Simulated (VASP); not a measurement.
A run of VASP 6.6.1 is set up as follows.

File POSCAR:

```
Bi
1.0
   -1.9409818243      1.9409818243      1.9409818243
    1.9409818243     -1.9409818243      1.9409818243
    1.9409818243      1.9409818243     -1.9409818243
Bi
1
Direct
    0.0000000000      0.0000000000      0.0000000000
```

The input INCAR.step1:

```
PREC     = Accurate       # precision mode
ENCUT    = 520            # plane-wave cutoff, eV
EDIFF    = 1E-5           # SCF threshold, eV
ISMEAR   = -1             # smearing method
SIGMA    = 0.05           # smearing width, eV
LREAL    = False          # projectors in reciprocal space
LASPH    = True           # aspherical terms in the spheres
NELM     = 100            # most SCF steps
ALGO     = Normal         # electronic algorithm
ISIF     = 2              # what is computed and relaxed
LWAVE    = True           # write WAVECAR
LCHARG   = False          # write CHGCAR
NBANDS   = 14             # bands
GGA      = PE             # functional
```

File INCAR.step2:

```
PREC     = Accurate       # precision mode
ENCUT    = 520            # plane-wave cutoff, eV
EDIFF    = 1E-6           # SCF threshold, eV
ISMEAR   = -1             # smearing method
SIGMA    = 0.05           # smearing width, eV
LREAL    = False          # projectors in reciprocal space
LASPH    = True           # aspherical terms in the spheres
NELM     = 100            # most SCF steps
ALGO     = Normal         # electronic algorithm
ISIF     = 2              # what is computed and relaxed
LWAVE    = False          # write WAVECAR
LCHARG   = False          # write CHGCAR
METAGGA  = R2SCAN         # meta-GGA
LHFCALC  = True           # exact exchange
AEXX     = 0.25           # exact-exchange fraction
LMIXTAU  = True         
PRECFOCK = Normal       
NBANDS   = 14             # bands
ISTART   = 1
```

Contents of KPOINTS:

```
regular mesh
0
Gamma
  5 5 5
```

Potentials or basis: VASP PAW PBE potentials, release 64 (Bi_d).

Launch:

```console
$ cat potpaw_PBE.64/Bi_d/POTCAR > POTCAR
$ cp INCAR.step1 INCAR
$ mpirun -np 1 vasp_std > vasp.out
$ cp INCAR.step2 INCAR
$ mpirun -np 1 vasp_std > vasp.out
```

Estimate the pressure.

1.2 GPa.

Predict the band gap on the k mesh.

zero (an odd number of electrons rules out a gap without spin polarisation).

Caveat: the k points lie up to 0.46 Å⁻¹ apart, too coarse for converged energies and pressures of a metal; the PAW data sets were made with another functional, which shifts forces and pressure a little; spin-orbit coupling is left out, which moves the levels of the heavy elements.
